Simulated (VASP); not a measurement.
# Te (Fd-3m) in VASP: a series of runs

Runs on Te. Level: LDA. Tasks: relaxation of cell and atoms, single point.

Everything below comes from runs of VASP 6.6.1. Logs are shortened: lines on timing, memory, paths and dates and some standing lists are left out, and cuts for length are marked.

### 1 The cell of the first run

The structure is cubic, space group Fd-3m (No. 227). The conventional cell has a = 6.778 Å, b = 6.778 Å, c = 6.778 Å, α = 90.00°, β = 90.00°, γ = 90.00°. Te (site symmetry -43m) has 4 Te at 2.94 Å within 3.9 Å.

This isn't the form of Te at room conditions, which is trigonal, of chains.

### 2 Relaxation of cell and atoms, LDA

INCAR

```
ALGO     = Normal         # electronic algorithm
EDIFF    = 1E-6           # SCF threshold, eV
EDIFFG   = -0.01          # ionic threshold
ENCUT    = 600            # plane-wave cutoff, eV
IBRION   = 2              # ionic algorithm
ISIF     = 3              # what is computed and relaxed
ISMEAR   = -1             # smearing method
LASPH    = T              # aspherical terms in the spheres
LCHARG   = F              # write CHGCAR
LREAL    = F              # projectors in reciprocal space
LWAVE    = F              # write WAVECAR
NELM     = 100            # most SCF steps
NSW      = 80             # ionic steps
PREC     = Accurate       # precision mode
SIGMA    = 0.1            # smearing width, eV
```

KPOINTS

```
k-points
0
Gamma
  8 8 8
```

POSCAR

```
Te
1.0
    0.0000000000      3.3891640866      3.3891640866
    3.3891640866      0.0000000000      3.3891640866
    3.3891640866      3.3891640866      0.0000000000
Te
2
Direct
    0.1250000000      0.1250000000      0.1250000000
    0.8750000000      0.8750000000      0.8750000000
```

Potentials or basis: VASP PAW LDA potentials, release 64 (Te).

Started as:

```
cat potpaw_LDA.64/Te/POTCAR > POTCAR
mpirun -np 1 vasp_std > vasp.out
```

OUTCAR:

```text
EDIFF = 1E-6
   EDIFFG = -0.01
   ENCUT = 600
   IBRION = 2
   ISIF = 3
   ISMEAR = -1
   LASPH = T
   LREAL = F
   NELM = 100
   NSW = 80
   PREC = Accurate

 ion  position               nearest neighbor table
   1  0.125  0.125  0.125-   2 2.94   2 2.94   2 2.94   2 2.94
   2  0.875  0.875  0.875-   1 2.94   1 2.94   1 2.94   1 2.94

  LATTYP: Found a face centered cubic cell.
 ALAT       =     6.7783281732

  Lattice vectors:

 A1 = (   0.0000000000,   3.3891640866,   3.3891640866)
 A2 = (   3.3891640866,   0.0000000000,   3.3891640866)
 A3 = (   3.3891640866,   3.3891640866,   0.0000000000)

Analysis of symmetry for initial positions (statically):
=====================================================================
 Subroutine PRICEL returns:
 Original cell was already a primitive cell.

 Routine SETGRP: Setting up the symmetry group for a
 face centered cubic supercell.

 Subroutine GETGRP returns: Found 48 space group operations
 (whereof 12 operations were pure point group operations)
 out of a pool of 48 trial point group operations.

The static configuration has the point symmetry D_3d.
 The point group associated with its full space group is O_h .

Analysis of symmetry for dynamics (positions and initial velocities):
=====================================================================
 Subroutine PRICEL returns:
 Original cell was already a primitive cell.

 Routine SETGRP: Setting up the symmetry group for a
 face centered cubic supercell.

 Subroutine GETGRP returns: Found 48 space group operations
 (whereof 12 operations were pure point group operations)
 out of a pool of 48 trial point group operations.

The dynamic configuration has the point symmetry D_3d.
 The point group associated with its full space group is O_h .

 Subroutine INISYM returns: Found 48 space group operations
 (whereof 12 operations are pure point group operations),
 and found     1 'primitive' translations

----------------------------------------------------------------------------------------

                                     Primitive cell

  volume of cell :      77.8588

  direct lattice vectors                    reciprocal lattice vectors
     0.000000000  3.389164087  3.389164087    -0.147529003  0.147529003  0.147529003
     3.389164087  0.000000000  3.389164087     0.147529003 -0.147529003  0.147529003
     3.389164087  3.389164087  0.000000000     0.147529003  0.147529003 -0.147529003

  length of vectors
[... 96 lines left out ...]
   EFERMI =   0.00;   METHOD = LEGACY
   ISMEAR =    -1;   SIGMA  =   0.10  broadening in eV -4-tet -1-fermi 0-gaus
   EFERMI_NEDOS =   21; number of points for ismear=-14 and -15
   IALGO  =     38    algorithm
   IMIX   =      4    mixing-type and parameters
     AMIX     =   0.40;   BMIX     =  1.00
     AMIX_MAG =   1.60;   BMIX_MAG =  1.00
  volume/ion in A,a.u.               =      38.93       262.71
  Fermi-wavevector in a.u.,A,eV,Ry     =   0.877740  1.658688 10.482307  0.770428
  Thomas-Fermi vector in A             =   1.997730
   LORBIT       =      0    0 simple, 1 ext, 2 COOP (PROOUT), +10 PAW based schemes
   GGA     = CA    functional components
   LHFCALC =     F    Hartree Fock is set to
   AEXX    =    0.0000 exact exchange contribution
   IVDW    =     0    specifies the selected vdW correction
   LEPSILON=     F    determine dielectric tensor
   LRPA    =     F    only Hartree local field effects (RPA)
 conjugate gradient relaxation of ions
 non-spin polarized calculation
  energy-cutoff  :      600.00
  volume of cell :       77.86
 maximum number of plane-waves:      2637
 NGX is ok and might be reduce to    40
   NGX = 19   NGY = 19   NGZ = 19

--------------------------------------- Ionic step        1  -------------------------------------------

 number of electron      11.9999999 magnetization

 Free energy of the ion-electron system (eV)
  ---------------------------------------------------
  ext. energy  EPLUGINS =         0.00000000
  ---------------------------------------------------
  free energy    TOTEN  =        -6.48564424 eV

  energy without entropy =       -6.42459562  energy(sigma->0) =       -6.45511993

------------------------ aborting loop because EDIFF is reached ----------------------------------------

  FORCE on cell =-STRESS in cart. coord.  units (eV):
  Direction    XX          YY          ZZ          XY          YZ          ZX
  --------------------------------------------------------------------------------------
  -------------------------------------------------------------------------------------
  Total        1.9316168      1.9316168      1.9316168     -0.0000000     -0.0000000     -0.0000000
  in kB       39.7487772     39.7487772     39.7487772     -0.0000000     -0.0000000     -0.0000000
  external PRESSURE =      39.7487772 kB  Pullay stress =       0.0000000 kB
[... 59 lines left out ...]
--------------------------------------- Ionic step        3  -------------------------------------------

 number of electron      12.0000000 magnetization

 Free energy of the ion-electron system (eV)
  ---------------------------------------------------
  ext. energy  EPLUGINS =         0.00000000
  ---------------------------------------------------
  free energy    TOTEN  =        -6.57700923 eV

  energy without entropy =       -6.51254401  energy(sigma->0) =       -6.54477662

 E-fermi :   3.7841     XC(G=0):  -8.1667

 val. band max:        3.7122098816   @ k =  -0.2500   0.1250   0.0000
 cond. band min:       3.8043311869   @ k =   0.5000   0.1250   0.0000
 fundamental gap:      0.0921213053
 Fermi energy:         3.7840723858

 k-point     1 :       0.0000    0.0000    0.0000
  band No.  band energies     occupation
      1      -9.5914      2.00000
      2      -4.7836      2.00000
      3       0.6122      2.00000
      4       0.6122      2.00000
      5       0.6122      2.00000
      6       3.0201      1.99904
      7       3.0201      1.99904
      8       3.0201      1.99904
      9       7.1713      0.00000
     10       9.6525      0.00000
[... 287 lines left out ...]
 k-point    24 :      -0.3750    0.2500    0.1250
  band No.  band energies     occupation
      1      -8.4427      2.00000
      2      -6.9654      2.00000
      3      -0.9480      2.00000
      4      -0.3423      2.00000
      5       1.5408      2.00000
      6       3.6695      1.51736
      7       4.6505      0.00035
      8       5.1984      0.00000
      9       8.2691      0.00000
     10       9.2532      0.00000

 [... further k-points ...]
[... 5 lines left out ...]
  --------------------------------------------------------------------------------------
  -------------------------------------------------------------------------------------
  Total        0.0090099      0.0090099      0.0090099     -0.0000000      0.0000000      0.0000000
  in kB        0.1680851      0.1680851      0.1680851     -0.0000000      0.0000000      0.0000000
  external PRESSURE =       0.1680851 kB  Pullay stress =       0.0000000 kB
[... 17 lines left out ...]
  FREE ENERGIE OF THE ION-ELECTRON SYSTEM (eV)
  ---------------------------------------------------
  free  energy   TOTEN  =        -6.5770092300 eV

  energy  without entropy=       -6.5125440056  energy(sigma->0) =       -6.54477662

 reached required accuracy - stopping structural energy minimisation
```

OSZICAR:

```text
N       E                     dE             d eps       ncg     rms          rms(c)
DAV:   1     0.505799766563E+02    0.50580E+02   -0.48029E+03   580   0.106E+03
DAV:   2    -0.338050722044E+01   -0.53960E+02   -0.52460E+02   858   0.131E+02
DAV:   3    -0.643822704679E+01   -0.30577E+01   -0.29829E+01   730   0.372E+01
[... 23 lines left out ...]
DAV:   4    -0.657710035512E+01    0.13703E-03   -0.76210E-04   770   0.191E-01    0.734E-01
DAV:   5    -0.657701881528E+01    0.81540E-04   -0.37103E-05   774   0.446E-02    0.197E-02
DAV:   6    -0.657701007144E+01    0.87438E-05   -0.49985E-06   668   0.150E-02    0.109E-01
DAV:   7    -0.657700905309E+01    0.10183E-05   -0.18090E-06   530   0.958E-03    0.463E-02
DAV:   8    -0.657700923003E+01   -0.17694E-06   -0.77013E-08   290   0.257E-03
   3 F= -.65770092E+01 E0= -.65447766E+01  d E =-.913650E-01
```

It took 1.8 min on 1 thread of Intel Xeon 8259CL, shared host; peak memory 0.21 GiB.

Results:

```yaml
Free_energy: -6.5770 eV
Relaxed_volume: 42.94 Å³/atom
Relaxed_cell: a = 4.952 Å, b = 4.952 Å, c = 4.952 Å, α = 60.00°, β = 60.00°, γ = 60.00°
Space_group_after_relaxing_to_0.1_Å: Fd-3m (No. 227)
Energy_gained_by_relaxing: 45.7 meV/atom
Ionic_steps: 3
Pressure_after_relaxing: 0.0 GPa
Band_gap_on_the_k_mesh: zero (bands 6 and 7 overlap by 0.99 eV)
```

Step by step:
```
step  energy change (eV)  largest force (eV/Å)  pressure (GPa)  volume (Å³)
   1              0.0000                0.0000            3.97        77.86
   2             -0.0791                0.0000           -1.14        89.26
   3             -0.0914                0.0000            0.02        85.88
```

Final structure:
```
CELL_PARAMETERS angstrom
0.00000 3.50179 3.50179
3.50179 0.00000 3.50179
3.50179 3.50179 0.00000
ATOMIC_POSITIONS crystal
Te 0.12500 0.12500 0.12500
Te 0.87500 0.87500 0.87500
```

Caveat: spin-orbit coupling is left out, which moves the levels of the heavy elements.

### 3 Single point, LDA

This run uses another cell than the first one, of 42.88 Å³/atom.

INCAR

```
SYSTEM = Te
ALGO     = Normal         ! electronic algorithm
EDIFF    = 1E-6           ! SCF threshold, eV
ENCUT    = 520            ! plane-wave cutoff, eV
ISIF     = 2              ! what is computed and relaxed
ISMEAR   = -1             ! smearing method
LASPH    = .TRUE.         ! aspherical terms in the spheres
LCHARG   = .FALSE.        ! write CHGCAR
LREAL    = .FALSE.        ! projectors in reciprocal space
LWAVE    = .FALSE.        ! write WAVECAR
NBANDS   = 13             ! bands
NELM     = 100            ! most SCF steps
PREC     = Accurate       ! precision mode
SIGMA    = 0.1            ! smearing width, eV
```

KPOINTS

```
k-points
0
G
  13 13 13
  0 0 0
```

POSCAR

```
Te
1.0
    0.0000000000      3.5000932594      3.5000932594
    3.5000932594      0.0000000000      3.5000932594
    3.5000932594      3.5000932594      0.0000000000
Te
2
Direct
    0.1250000000      0.1250000000      0.1250000000
    0.8750000000      0.8750000000      0.8750000000
```

Potentials or basis: VASP PAW LDA potentials, release 64 (Te).

Started as:

```
cat potpaw_LDA.64/Te/POTCAR > POTCAR
mpirun -np 1 vasp_std > vasp.out
```

Wall time 2.1 min (1 thread of Intel Xeon 8259CL, shared host); peak memory 0.24 GiB.

It converged, with:

| Item | Value |
| --- | --- |
| Free energy | -6.5771 eV |
| Pressure | 0.1 GPa |
| Band gap on the k mesh | zero (bands 6 and 7 overlap by 0.98 eV) |

Levels at points of the mesh, in eV from the Fermi level:
| k point | band 3 | band 4 | band 5 | band 6 | band 7 | band 8 | band 9 | band 10 |
| --- | --- | --- | --- | --- | --- | --- | --- | --- |
| (0.00, 0.00, 0.00) | -3.17 | -3.17 | -3.17 | -0.76 | -0.76 | -0.76 | 3.40 | 5.88 |

Caveat: spin-orbit coupling is left out, which moves the levels of the heavy elements.

The gap in the log of VASP goes by the Fermi energy; the results here count the filled bands.